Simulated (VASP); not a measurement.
# PbSe (Fm-3m) in VASP: single point with PBE

Aim: the single point of PbSe with PBE.

All numbers are computed with VASP 6.6.1; they aren't measurements. Logs are shortened: lines on timing, memory, paths and dates and some standing lists are left out, and cuts for length are marked.

## 1. The cell of the first run

Symmetry: Fm-3m, No. 225, cubic system. The conventional cell has a = 6.124 Å, b = 6.124 Å, c = 6.124 Å, α = 90.00°, β = 90.00°, γ = 90.00°. Within 4.0 Å of Pb (site symmetry m-3m) lie 6 Se at 3.06 Å. Within 4.0 Å of Se (site symmetry m-3m) lie 6 Pb at 3.06 Å.

## 2. Single point, PBE

The input, INCAR:

```
SYSTEM = PbSe
PREC = Accurate
ENCUT = 520
EDIFF = 1E-6
ISMEAR = 0
SIGMA = 0.05
LREAL = .False.
LASPH = .True.
NELM = 60
ALGO = Normal
ISIF = 2
LWAVE = .False.
LCHARG = .True.
GGA = PE
LELF = .True.
LVHAR = .True.
NBANDS = 17
```

The input, KPOINTS:

```
regular mesh
0
Gamma
  6 6 6
  0 0 0
```

The input, POSCAR:

```
PbSe
1.0
    0.0000000000      3.0621516472      3.0621516472
    3.0621516472      0.0000000000      3.0621516472
    3.0621516472      3.0621516472      0.0000000000
Pb Se
1 1
Direct
    0.5000000000      0.5000000000      0.5000000000
    0.0000000000      0.0000000000      0.0000000000
```

Potentials or basis: VASP PAW PBE potentials, release 64 (Pb_d, Se).

Launch:

```console
cat potpaw_PBE.64/Pb_d/POTCAR potpaw_PBE.64/Se/POTCAR > POTCAR
mpirun -np 1 vasp_std > vasp.out
```

OUTCAR:

```text
SYSTEM = PbSe
   PREC = Accurate
   ENCUT = 520
   EDIFF = 1E-6
   ISMEAR = 0
   LREAL = .False.
   LASPH = .True.
   NELM = 60
   ISIF = 2
   GGA = PE

 ion  position               nearest neighbor table
   1  0.500  0.500  0.500-   2 3.06   2 3.06   2 3.06   2 3.06   2 3.06   2 3.06
   2  0.000  0.000  0.000-   1 3.06   1 3.06   1 3.06   1 3.06   1 3.06   1 3.06

  LATTYP: Found a face centered cubic cell.
 ALAT       =     6.1243032944

  Lattice vectors:

 A1 = (   0.0000000000,   3.0621516472,   3.0621516472)
 A2 = (   3.0621516472,   0.0000000000,   3.0621516472)
 A3 = (   3.0621516472,   3.0621516472,   0.0000000000)

Analysis of symmetry for initial positions (statically):
=====================================================================
 Subroutine PRICEL returns:
 Original cell was already a primitive cell.

 Routine SETGRP: Setting up the symmetry group for a
 face centered cubic supercell.

 Subroutine GETGRP returns: Found 48 space group operations
 (whereof 48 operations were pure point group operations)
 out of a pool of 48 trial point group operations.

The static configuration has the point symmetry O_h .

Analysis of symmetry for dynamics (positions and initial velocities):
=====================================================================
 Subroutine PRICEL returns:
 Original cell was already a primitive cell.

 Routine SETGRP: Setting up the symmetry group for a
 face centered cubic supercell.

 Subroutine GETGRP returns: Found 48 space group operations
 (whereof 48 operations were pure point group operations)
 out of a pool of 48 trial point group operations.

The dynamic configuration has the point symmetry O_h .

 Subroutine INISYM returns: Found 48 space group operations
 (whereof 48 operations are pure point group operations),
 and found     1 'primitive' translations

----------------------------------------------------------------------------------------

                                     Primitive cell

  volume of cell :      57.4262

  direct lattice vectors                    reciprocal lattice vectors
     0.000000000  3.062151647  3.062151647    -0.163283879  0.163283879  0.163283879
     3.062151647  0.000000000  3.062151647     0.163283879 -0.163283879  0.163283879
     3.062151647  3.062151647  0.000000000     0.163283879  0.163283879 -0.163283879

  length of vectors
     4.330536390  4.330536390  4.330536390     0.282815975  0.282815975  0.282815975

  position of ions in fractional coordinates (direct lattice)
     0.500000000  0.500000000  0.500000000
     0.000000000  0.000000000  0.000000000

  ion indices of the primitive-cell ions
   primitive index   ion index
                 1           1
                 2           2

----------------------------------------------------------------------------------------

 KPOINTS: regular mesh

Automatic generation of k-mesh.
 Grid dimensions read from file:
 generate k-points for:    6    6    6

 Generating k-lattice:

  Cartesian coordinates                     Fractional coordinates (reciprocal lattice)
    -0.027213980  0.027213980  0.027213980     0.166666667  0.000000000  0.000000000
     0.027213980 -0.027213980  0.027213980     0.000000000  0.166666667  0.000000000
     0.027213980  0.027213980 -0.027213980     0.000000000  0.000000000  0.166666667

  Length of vectors
     0.047135996  0.047135996  0.047135996

  Shift w.r.t. Gamma in fractional coordinates (k-lattice)
     0.000000000  0.000000000  0.000000000

 Subroutine IBZKPT returns following result:
 ===========================================

 Found     16 irreducible k-points:

 Following reciprocal coordinates:
            Coordinates               Weight
  0.000000  0.000000  0.000000      1.000000
  0.166667  0.000000  0.000000      8.000000
  0.333333  0.000000  0.000000      8.000000
  0.500000  0.000000  0.000000      4.000000
  0.166667  0.166667  0.000000      6.000000
  0.333333  0.166667  0.000000     24.000000
[... 8 lines left out ...]
 -0.333333  0.333333  0.166667     24.000000
 -0.333333  0.500000  0.166667     12.000000
   k-points           NKPTS =     16   k-points in BZ     NKDIM =     16   number of bands    NBANDS=     17
   number of dos      NEDOS =    301   number of ions     NIONS =      2
   total plane-waves  NPLWV =  32768
   dimension x,y,z NGX =    32 NGY =   32 NGZ =   32
   dimension x,y,z NGXF=    64 NGYF=   64 NGZF=   64
   ions per type =               1   1
   NGX,Y,Z   is equivalent  to a cutoff of  12.28, 12.28, 12.28 a.u.
   NGXF,Y,Z  is equivalent  to a cutoff of  24.57, 24.57, 24.57 a.u.
 SYSTEM =  PbSe
   PREC   = accura    normal or accurate (medium, high low for compatibility)
   ISTART =      0    job   : 0-new  1-cont  2-samecut
   ICHARG =      2    charge: 1-file 2-atom 10-const
   ISPIN  =      1    spin polarized calculation?
   LNONCOLLINEAR =      F non collinear calculations
   LSORBIT =      F    spin-orbit coupling
   LASPH  =      T    aspherical Exc in radial PAW
   ENCUT  =  520.0 eV  38.22 Ry    6.18 a.u.   8.05  8.05  8.05*2*pi/ulx,y,z
   NELM   =     60;   NELMIN=  2; NELMDL= -5     # of ELM steps
   EDIFF  = 0.1E-05   stopping-criterion for ELM
   LREAL  =      F    real-space projection
   EDIFFG = 0.1E-04   stopping-criterion for IOM
   NSW    =      0    number of steps for IOM
   IBRION =     -1    ionic relax: 0-MD 1-quasi-New 2-CG
   NFREE  =      0    steps in history (QN), initial steepest desc. (CG)
   ISIF   =      2    stress and relaxation
   ISYM   =      2    0-nonsym 1-usesym 2-fastsym
   POTIM  = 0.5000    time-step for ionic-motion
   TEBEG  =    0.0;   TEEND  =   0.0 temperature during run
   PSTRESS=    0.0 pullay stress
   NELECT =      20.0000    total number of electrons
   NUPDOWN=      -1.0000    fix difference up-down
   EMIN   =  10.00;   EMAX   =-10.00  energy-range for DOS
   EFERMI =   0.00;   METHOD = LEGACY
   ISMEAR =     0;   SIGMA  =   0.05  broadening in eV -4-tet -1-fermi 0-gaus
   EFERMI_NEDOS =   21; number of points for ismear=-14 and -15
   IALGO  =     38    algorithm
   IMIX   =      4    mixing-type and parameters
     AMIX     =   0.40;   BMIX     =  1.00
     AMIX_MAG =   1.60;   BMIX_MAG =  1.00
  volume/ion in A,a.u.               =      28.71       193.77
  Fermi-wavevector in a.u.,A,eV,Ry     =   1.151812  2.176608 18.050442  1.326670
  Thomas-Fermi vector in A             =   2.288467
   LORBIT       =      0    0 simple, 1 ext, 2 COOP (PROOUT), +10 PAW based schemes
   GGA     = PE    functional components
   LHFCALC =     F    Hartree Fock is set to
   AEXX    =    0.0000 exact exchange contribution
   IVDW    =     0    specifies the selected vdW correction
   LEPSILON=     F    determine dielectric tensor
   LRPA    =     F    only Hartree local field effects (RPA)
 non-spin polarized calculation
 Gauss-broadening in eV      SIGMA  =   0.05
  energy-cutoff  :      520.00
  volume of cell :       57.43
 maximum number of plane-waves:      1572
   NGX = 17   NGY = 17   NGZ = 17

 number of electron      20.0000000 magnetization

 Free energy of the ion-electron system (eV)
  ---------------------------------------------------
  ext. energy  EPLUGINS =         0.00000000
  ---------------------------------------------------
  free energy    TOTEN  =        -8.18253318 eV

  energy without entropy =       -8.18253303  energy(sigma->0) =       -8.18253310

 E-fermi :   5.1967     XC(G=0):  -9.5246

 val. band max:        5.0479603352   @ k =   0.5000   0.0000   0.0000
 cond. band min:       5.3454215505   @ k =   0.5000   0.0000   0.0000
 fundamental gap:      0.2974612154
 Fermi energy:         5.1966902617

 k-point     1 :       0.0000    0.0000    0.0000
  band No.  band energies     occupation
      1     -11.7831      2.00000
      2     -11.7831      2.00000
      3     -11.7831      2.00000
      4     -11.7792      2.00000
      5     -11.7792      2.00000
      6      -8.5338      2.00000
[... 9 lines left out ...]
     16      11.5689      0.00000
     17      13.2269      0.00000

 k-point     2 :       0.1667    0.0000    0.0000
  band No.  band energies     occupation
      1     -11.7862      2.00000
      2     -11.7862      2.00000
      3     -11.7822      2.00000
      4     -11.7742      2.00000
      5     -11.7742      2.00000
      6      -8.3273      2.00000
[... 9 lines left out ...]
     16      12.1464      0.00000
     17      14.9415      0.00000

 k-point     3 :       0.3333    0.0000    0.0000
  band No.  band energies     occupation
      1     -11.7981      2.00000
      2     -11.7981      2.00000
      3     -11.7808      2.00000
      4     -11.7579      2.00000
      5     -11.7579      2.00000
      6      -7.8153      2.00000
[... 9 lines left out ...]
     16      13.5979      0.00000
     17      16.8653      0.00000

 k-point     4 :       0.5000    0.0000    0.0000
  band No.  band energies     occupation
      1     -11.8041      2.00000
      2     -11.8041      2.00000
      3     -11.7802      2.00000
      4     -11.7498      2.00000
      5     -11.7498      2.00000
      6      -7.4717      2.00000
[... 9 lines left out ...]
     16      15.2041      0.00000
     17      15.2159      0.00000
[... 183 lines left out ...]
      1     -11.8438      2.00000
      2     -11.7835      2.00000
      3     -11.7825      2.00000
      4     -11.7552      2.00000
      5     -11.7508      2.00000
      6      -7.4213      2.00000
[... 9 lines left out ...]
     16      15.2990      0.00000
     17      15.6376      0.00000

 k-point    15 :      -0.3333    0.3333    0.1667
  band No.  band energies     occupation
      1     -11.8528      2.00000
      2     -11.7860      2.00000
      3     -11.7702      2.00000
      4     -11.7671      2.00000
      5     -11.7443      2.00000
      6      -7.1793      2.00000
[... 9 lines left out ...]
     16      16.4272      0.00000
     17      16.4910      0.00000

 k-point    16 :      -0.3333    0.5000    0.1667
  band No.  band energies     occupation
      1     -11.8804      2.00000
      2     -11.7863      2.00000
      3     -11.7735      2.00000
      4     -11.7551      2.00000
      5     -11.7388      2.00000
      6      -7.0824      2.00000
[... 9 lines left out ...]
     16      16.7106      0.00000
     17      17.6968      0.00000

------------------------ aborting loop because EDIFF is reached ----------------------------------------

  FORCE on cell =-STRESS in cart. coord.  units (eV):
  Direction    XX          YY          ZZ          XY          YZ          ZX
  --------------------------------------------------------------------------------------
  -------------------------------------------------------------------------------------
  Total        0.8171087      0.8171087      0.8171087      0.0000000      0.0000000     -0.0000000
  in kB       22.7971395     22.7971395     22.7971395      0.0000000      0.0000000     -0.0000000
  external PRESSURE =      22.7971395 kB  Pullay stress =       0.0000000 kB

 VOLUME and BASIS-vectors are now :
 -----------------------------------------------------------------------------
  energy-cutoff  :      520.00
  volume of cell :       57.43
      direct lattice vectors                 reciprocal lattice vectors
     0.000000000  3.062151647  3.062151647    -0.163283879  0.163283879  0.163283879
     3.062151647  0.000000000  3.062151647     0.163283879 -0.163283879  0.163283879
     3.062151647  3.062151647  0.000000000     0.163283879  0.163283879 -0.163283879

 POSITION                                       TOTAL-FORCE (eV/Angst)
 -----------------------------------------------------------------------------------
      3.06215      3.06215      3.06215        -0.000000      0.000000     -0.000000
      0.00000      0.00000      0.00000         0.000000     -0.000000      0.000000
 -----------------------------------------------------------------------------------
    total drift:                                0.000000     -0.000000      0.000000

  FREE ENERGIE OF THE ION-ELECTRON SYSTEM (eV)
  ---------------------------------------------------
  free  energy   TOTEN  =        -8.1825331757 eV

  energy  without entropy=       -8.1825330257  energy(sigma->0) =       -8.18253310
```

Run time: 7.9 s. Hardware: 1 thread of Intel Xeon 6975P-C (Granite Rapids), shared host; peak memory 0.17 GiB.

What came out:

```yaml
Free_energy: -8.1825 eV
Pressure: 2.3 GPa
Band_gap_on_the_k_mesh: 0.30 eV, direct
```

Caveat: spin-orbit coupling is left out, which moves the levels of the heavy elements.
